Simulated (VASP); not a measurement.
# Hf3C2 (P-3m1) in VASP: further runs

Runs on Hf3C2. Level: PBE. Tasks: single point.

Everything below comes from runs of VASP 6.6.1. Logs are shortened: lines on timing, memory, paths and dates and some standing lists are left out, and cuts for length are marked.

## (1) The cell of the first run

The structure is trigonal, space group P-3m1 (No. 164). The conventional cell has a = 3.180 Å, b = 3.180 Å, c = 7.537 Å, α = 90.00°, β = 90.00°, γ = 120.00°. Hf (site symmetry -3m) has 6 C at 2.27 Å within 3.0 Å. Hf (site symmetry 3m) has 3 C at 2.18 Å within 2.9 Å. Within 2.9 Å of C (site symmetry 3m) lie 6 Hf at 2.18 to 2.27 Å.

## (2) Single point, PBE (volume scaled by 0.88, then relaxed in part)

INCAR reads:

```
PREC = Accurate ; ENCUT = 520
EDIFF = 1E-6 ; ISMEAR = 0
SIGMA = 0.1 ; LREAL = False
LASPH = True ; NELM = 60
ALGO = Normal ; ISIF = 2
LWAVE = False ; LCHARG = False
GGA = PE ; NBANDS = 27
```

KPOINTS reads:

```
regular mesh
0
Gamma
  12 12 6
```

POSCAR reads:

```
Hf3C2
1.0
    3.1803439974      0.0000000000      0.0000000000
   -1.5901719987      2.7542586946      0.0000000000
    0.0000000000      0.0000000000      7.5368267925
Hf C
3 2
Direct
    0.0000000000      0.0000000000      0.0000000000
    0.3333333333      0.6666666667      0.6674627026
    0.6666666667      0.3333333333      0.3325372974
    0.3333333333      0.6666666667      0.1764759598
    0.6666666667      0.3333333333      0.8235240402
```

Potentials or basis: VASP PAW PBE potentials, release 64 (Hf_pv, C).

On the command line:

```console
$ cat potpaw_PBE.64/Hf_pv/POTCAR potpaw_PBE.64/C/POTCAR > POTCAR
$ mpirun -np 1 vasp_std > vasp.out
```

OUTCAR:

```text
PREC = Accurate
   ENCUT = 520
   EDIFF = 1E-6
   ISMEAR = 0
   LREAL = False
   LASPH = True
   NELM = 60
   ISIF = 2
   GGA = PE

 ion  position               nearest neighbor table
   1  0.000  0.000  0.000-   4 2.27   5 2.27   5 2.27   4 2.27   5 2.27   4 2.27   2 3.11   3 3.11
                             2 3.11   3 3.11   3 3.11   2 3.11
   2  0.333  0.667  0.667-   5 2.18   5 2.18   5 2.18   1 3.11   1 3.11   1 3.11   3 3.12   3 3.12
                             3 3.12
   3  0.667  0.333  0.333-   4 2.18   4 2.18   4 2.18   1 3.11   1 3.11   1 3.11   2 3.12   2 3.12
                             2 3.12
   4  0.333  0.667  0.176-   3 2.18   3 2.18   3 2.18   1 2.27   1 2.27   1 2.27
   5  0.667  0.333  0.824-   2 2.18   2 2.18   2 2.18   1 2.27   1 2.27   1 2.27

  LATTYP: Found a hexagonal cell.
 ALAT       =     3.1803439974
 C/A-ratio  =     2.3698149630

  Lattice vectors:

 A1 = (   3.1803439974,   0.0000000000,   0.0000000000)
 A2 = (  -1.5901719987,   2.7542586946,   0.0000000000)
 A3 = (   0.0000000000,   0.0000000000,   7.5368267925)

Analysis of symmetry for initial positions (statically):
=====================================================================
 Subroutine PRICEL returns:
 Original cell was already a primitive cell.

 Routine SETGRP: Setting up the symmetry group for a
 hexagonal supercell.

 Subroutine GETGRP returns: Found 12 space group operations
 (whereof 12 operations were pure point group operations)
 out of a pool of 24 trial point group operations.

The static configuration has the point symmetry D_3d.

Analysis of symmetry for dynamics (positions and initial velocities):
=====================================================================
 Subroutine PRICEL returns:
 Original cell was already a primitive cell.

 Routine SETGRP: Setting up the symmetry group for a
 hexagonal supercell.

 Subroutine GETGRP returns: Found 12 space group operations
 (whereof 12 operations were pure point group operations)
 out of a pool of 24 trial point group operations.

The dynamic configuration has the point symmetry D_3d.

 Subroutine INISYM returns: Found 12 space group operations
 (whereof 12 operations are pure point group operations),
 and found     1 'primitive' translations

----------------------------------------------------------------------------------------

                                     Primitive cell

  volume of cell :      66.0188

  direct lattice vectors                    reciprocal lattice vectors
     3.180343997  0.000000000  0.000000000     0.314431395  0.181537051  0.000000000
    -1.590171999  2.754258695  0.000000000     0.000000000  0.363074101  0.000000000
     0.000000000  0.000000000  7.536826793     0.000000000  0.000000000  0.132681834

  length of vectors
     3.180343997  3.180343997  7.536826793     0.363074101  0.363074101  0.132681834

  position of ions in fractional coordinates (direct lattice)
     0.000000000  0.000000000  0.000000000
     0.333333333  0.666666667  0.667462703
     0.666666667  0.333333333  0.332537297
     0.333333333  0.666666667  0.176475960
     0.666666667  0.333333333  0.823524040

  ion indices of the primitive-cell ions
   primitive index   ion index
                 1           1
                 2           2
                 3           3
                 4           4
                 5           5

----------------------------------------------------------------------------------------

 KPOINTS: regular mesh

Automatic generation of k-mesh.
 Grid dimensions read from file:
 generate k-points for:   12   12    6

 Generating k-lattice:

  Cartesian coordinates                     Fractional coordinates (reciprocal lattice)
     0.026202616  0.015128088  0.000000000     0.083333333  0.000000000  0.000000000
     0.000000000  0.030256175  0.000000000     0.000000000  0.083333333  0.000000000
     0.000000000  0.000000000  0.022113639     0.000000000  0.000000000  0.166666667

  Length of vectors
     0.030256175  0.030256175  0.022113639

  Shift w.r.t. Gamma in fractional coordinates (k-lattice)
     0.000000000  0.000000000  0.000000000

 Subroutine IBZKPT returns following result:
 ===========================================

 Found    100 irreducible k-points:

 Following reciprocal coordinates:
            Coordinates               Weight
  0.000000  0.000000  0.000000      1.000000
  0.083333  0.000000  0.000000      6.000000
  0.166667  0.000000  0.000000      6.000000
  0.250000  0.000000  0.000000      6.000000
  0.333333  0.000000  0.000000      6.000000
  0.416667  0.000000  0.000000      6.000000
[... 16 lines left out ...]
  0.166667  0.000000  0.166667      6.000000
  0.000000  0.166667  0.166667      6.000000
 [... further k-points ...]
   k-points           NKPTS =    100   k-points in BZ     NKDIM =    100   number of bands    NBANDS=     27
   number of dos      NEDOS =    301   number of ions     NIONS =      5
   total plane-waves  NPLWV =  32256
   dimension x,y,z NGX =    24 NGY =   24 NGZ =   56
   dimension x,y,z NGXF=    48 NGYF=   48 NGZF=  112
   ions per type =               3   2
   NGX,Y,Z   is equivalent  to a cutoff of  12.55, 12.55, 12.35 a.u.
   NGXF,Y,Z  is equivalent  to a cutoff of  25.09, 25.09, 24.70 a.u.
 SYSTEM =  unknown system
   PREC   = accura    normal or accurate (medium, high low for compatibility)
   ISTART =      0    job   : 0-new  1-cont  2-samecut
   ICHARG =      2    charge: 1-file 2-atom 10-const
   ISPIN  =      1    spin polarized calculation?
   LNONCOLLINEAR =      F non collinear calculations
   LSORBIT =      F    spin-orbit coupling
   LASPH  =      T    aspherical Exc in radial PAW
   ENCUT  =  520.0 eV  38.22 Ry    6.18 a.u.   5.91  5.91 14.01*2*pi/ulx,y,z
   NELM   =     60;   NELMIN=  2; NELMDL= -5     # of ELM steps
   EDIFF  = 0.1E-05   stopping-criterion for ELM
   LREAL  =      F    real-space projection
   EDIFFG = 0.1E-04   stopping-criterion for IOM
   NSW    =      0    number of steps for IOM
   IBRION =     -1    ionic relax: 0-MD 1-quasi-New 2-CG
   NFREE  =      0    steps in history (QN), initial steepest desc. (CG)
   ISIF   =      2    stress and relaxation
   ISYM   =      2    0-nonsym 1-usesym 2-fastsym
   POTIM  = 0.5000    time-step for ionic-motion
   TEBEG  =    0.0;   TEEND  =   0.0 temperature during run
   PSTRESS=    0.0 pullay stress
   NELECT =      38.0000    total number of electrons
   NUPDOWN=      -1.0000    fix difference up-down
   EMIN   =  10.00;   EMAX   =-10.00  energy-range for DOS
   EFERMI =   0.00;   METHOD = LEGACY
   ISMEAR =     0;   SIGMA  =   0.10  broadening in eV -4-tet -1-fermi 0-gaus
   EFERMI_NEDOS =   21; number of points for ismear=-14 and -15
   IALGO  =     38    algorithm
   IMIX   =      4    mixing-type and parameters
     AMIX     =   0.40;   BMIX     =  1.00
     AMIX_MAG =   1.60;   BMIX_MAG =  1.00
  volume/ion in A,a.u.               =      13.20        89.10
  Fermi-wavevector in a.u.,A,eV,Ry     =   1.361801  2.573430 25.232023  1.854501
  Thomas-Fermi vector in A             =   2.488346
   LORBIT       =      0    0 simple, 1 ext, 2 COOP (PROOUT), +10 PAW based schemes
   GGA     = PE    functional components
   LHFCALC =     F    Hartree Fock is set to
   AEXX    =    0.0000 exact exchange contribution
   IVDW    =     0    specifies the selected vdW correction
   LEPSILON=     F    determine dielectric tensor
   LRPA    =     F    only Hartree local field effects (RPA)
 non-spin polarized calculation
 Gauss-broadening in eV      SIGMA  =   0.10
  energy-cutoff  :      520.00
  volume of cell :       66.02
 maximum number of plane-waves:      1795
   NGX = 11   NGY = 11   NGZ = 29

 number of electron      38.0000005 magnetization

 Free energy of the ion-electron system (eV)
  ---------------------------------------------------
  ext. energy  EPLUGINS =         0.00000000
  ---------------------------------------------------
  free energy    TOTEN  =       -51.49966451 eV

  energy without entropy =      -51.49040170  energy(sigma->0) =      -51.49503310

 E-fermi :   6.5094     XC(G=0): -12.4173

 val. band max:        6.5072497847   @ k =   0.1667   0.0000   0.1667
 cond. band min:       6.5309945623   @ k =  -0.0833   0.2500   0.3333
 fundamental gap:      0.0237447776
 Fermi energy:         6.5093537296

 k-point     1 :       0.0000    0.0000    0.0000
  band No.  band energies     occupation
      1     -23.8064      2.00000
      2     -23.7155      2.00000
      3     -23.1689      2.00000
      4     -23.1689      2.00000
      5     -23.1071      2.00000
      6     -23.1071      2.00000
[... 19 lines left out ...]
     26      10.2739      0.00000
     27      10.9860      0.00000

 k-point     2 :       0.0833    0.0000    0.0000
  band No.  band energies     occupation
      1     -23.7961      2.00000
      2     -23.7107      2.00000
      3     -23.2080      2.00000
      4     -23.1844      2.00000
      5     -23.1534      2.00000
      6     -23.1148      2.00000
[... 19 lines left out ...]
     26      10.8995      0.00000
     27      11.3060      0.00000

 k-point     3 :       0.1667    0.0000    0.0000
  band No.  band energies     occupation
      1     -23.7709      2.00000
      2     -23.7078      2.00000
      3     -23.3123      2.00000
      4     -23.2693      2.00000
      5     -23.2248      2.00000
      6     -23.1376      2.00000
[... 19 lines left out ...]
     26      11.2101      0.00000
     27      12.2504      0.00000

 k-point     4 :       0.2500    0.0000    0.0000
  band No.  band energies     occupation
      1     -23.7592      2.00000
      2     -23.7317      2.00000
      3     -23.4736      2.00000
      4     -23.3614      2.00000
      5     -23.2773      2.00000
      6     -23.1706      2.00000
[... 19 lines left out ...]
     26      11.4928      0.00000
     27      12.8780      0.00000

 k-point     5 :       0.3333    0.0000    0.0000
  band No.  band energies     occupation
      1     -23.8305      2.00000
      2     -23.7660      2.00000
      3     -23.6278      2.00000
      4     -23.3819      2.00000
      5     -23.3279      2.00000
      6     -23.2046      2.00000
[... 19 lines left out ...]
     26      11.8224      0.00000
     27      12.6307      0.00000

 k-point     6 :       0.4167    0.0000    0.0000
  band No.  band energies     occupation
      1     -23.9026      2.00000
      2     -23.8543      2.00000
      3     -23.7078      2.00000
      4     -23.3640      2.00000
      5     -23.3588      2.00000
      6     -23.2317      2.00000
[... 444 lines left out ...]
      1     -23.8813      2.00000
      2     -23.5974      2.00000
      3     -23.2132      2.00000
      4     -23.1820      2.00000
      5     -23.1535      2.00000
      6     -23.1178      2.00000
[... 19 lines left out ...]
     26      10.8718      0.00000
     27      11.1741      0.00000

 k-point    22 :       0.0000    0.0833    0.1667
  band No.  band energies     occupation
      1     -23.8831      2.00000
      2     -23.5973      2.00000
      3     -23.2036      2.00000
      4     -23.1872      2.00000
      5     -23.1580      2.00000
      6     -23.1113      2.00000
[... 19 lines left out ...]
     26      10.7861      0.00000
     27      11.3792      0.00000

 k-point    23 :       0.1667    0.0000    0.1667
  band No.  band energies     occupation
      1     -23.8317      2.00000
      2     -23.6197      2.00000
      3     -23.3337      2.00000
      4     -23.2752      2.00000
      5     -23.2198      2.00000
      6     -23.1440      2.00000
[... 19 lines left out ...]
     26      10.9636      0.00000
     27      11.6532      0.00000

 k-point    24 :       0.0000    0.1667    0.1667
  band No.  band energies     occupation
      1     -23.8460      2.00000
      2     -23.6232      2.00000
      3     -23.2899      2.00000
      4     -23.2750      2.00000
      5     -23.2268      2.00000
      6     -23.1350      2.00000
[... 19 lines left out ...]
     26      11.4700      0.00000
     27      12.3610      0.00000

 [... further k-points ...]

------------------------ aborting loop because EDIFF is reached ----------------------------------------

  FORCE on cell =-STRESS in cart. coord.  units (eV):
  Direction    XX          YY          ZZ          XY          YZ          ZX
  --------------------------------------------------------------------------------------
  -------------------------------------------------------------------------------------
  Total       10.9313915     10.9313915     10.9469843      0.0000000      0.0000000      0.0000000
  in kB      265.2886491    265.2886491    265.6670642      0.0000000      0.0000000      0.0000000
  external PRESSURE =     265.4147874 kB  Pullay stress =       0.0000000 kB

 VOLUME and BASIS-vectors are now :
 -----------------------------------------------------------------------------
  energy-cutoff  :      520.00
  volume of cell :       66.02
      direct lattice vectors                 reciprocal lattice vectors
     3.180343997  0.000000000  0.000000000     0.314431395  0.181537051  0.000000000
    -1.590171999  2.754258695  0.000000000     0.000000000  0.363074101  0.000000000
     0.000000000  0.000000000  7.536826793     0.000000000  0.000000000  0.132681834

 POSITION                                       TOTAL-FORCE (eV/Angst)
 -----------------------------------------------------------------------------------
      0.00000      0.00000      0.00000        -0.000000      0.000000      0.000000
     -0.00000      1.83617      5.03055        -0.000000      0.000000      0.056091
      1.59017      0.91809      2.50628         0.000000     -0.000000     -0.056091
     -0.00000      1.83617      1.33007         0.000000      0.000000      0.007804
      1.59017      0.91809      6.20676         0.000000     -0.000000     -0.007804
 -----------------------------------------------------------------------------------
    total drift:                                0.000000      0.000000     -0.000000

  FREE ENERGIE OF THE ION-ELECTRON SYSTEM (eV)
  ---------------------------------------------------
  free  energy   TOTEN  =       -51.4996645121 eV

  energy  without entropy=      -51.4904016953  energy(sigma->0) =      -51.49503310
```

Run time: 1.9 min. Hardware: 1 thread of Intel Xeon Platinum 8375C at 2.90GHz (Ice Lake), shared host; peak memory 0.28 GiB.

What came out:

```yaml
Free_energy: -51.4997 eV
Pressure: 26.5 GPa
Largest_force: 0.056 eV/Å
Band_gap_on_the_k_mesh: zero (band 19 reaches 7.60 eV, above the bottom of band 20 at 6.27 eV)
```

Forces in eV/Å, atoms in the order of the input:
```
Hf   0.000  0.000  0.000
Hf   0.000  0.000  0.056
Hf   0.000  0.000 -0.056
C    0.000  0.000  0.008
C    0.000  0.000 -0.008
```

Caveat: spin-orbit coupling is left out, which moves the levels of the heavy elements.

[end of part 1 of 2]
